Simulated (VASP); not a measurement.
A run of VASP 6.6.1:

Contents of INCAR:

```
SYSTEM = LiHPd
PREC = Accurate
ENCUT = 520
EDIFF = 1E-6
ISMEAR = -1
SIGMA = 0.1
LREAL = .FALSE.
LASPH = .TRUE.
NELM = 100
ALGO = Normal
ISIF = 2
LWAVE = .FALSE.
LCHARG = .FALSE.
GGA = PS
NBANDS = 14
```

File KPOINTS:

```
regular mesh
0
G
  8 8 6
  0 0 0
```

POSCAR

```
LiHPd
1.0
    2.8160431287      0.0000000000      0.0000000000
    0.0000000000      2.8160431287      0.0000000000
    0.0000000000      0.0000000000      3.9556934577
Li H Pd
1 1 1
Direct
    0.5000000000      0.5000000000      0.5000000000
    0.5000000000      0.5000000000      0.0000000000
    0.0000000000      0.0000000000      0.0000000000
```

Potentials or basis: VASP PAW PBE potentials, release 64 (Li_sv, H, Pd).

Launch:

```console
$ cat potpaw_PBE.64/Li_sv/POTCAR potpaw_PBE.64/H/POTCAR potpaw_PBE.64/Pd/POTCAR > POTCAR
$ mpirun -np 1 vasp_std > vasp.out
```

Hardware: 1 thread of Intel Xeon 8259CL, on a shared host.

Q: How long does it take, and how much memory?

A: Wall time 41 s on 1 thread of Intel Xeon 8259CL (shared host), peak memory 0.17 GiB. Counts: scf iterations 12, k points 60.
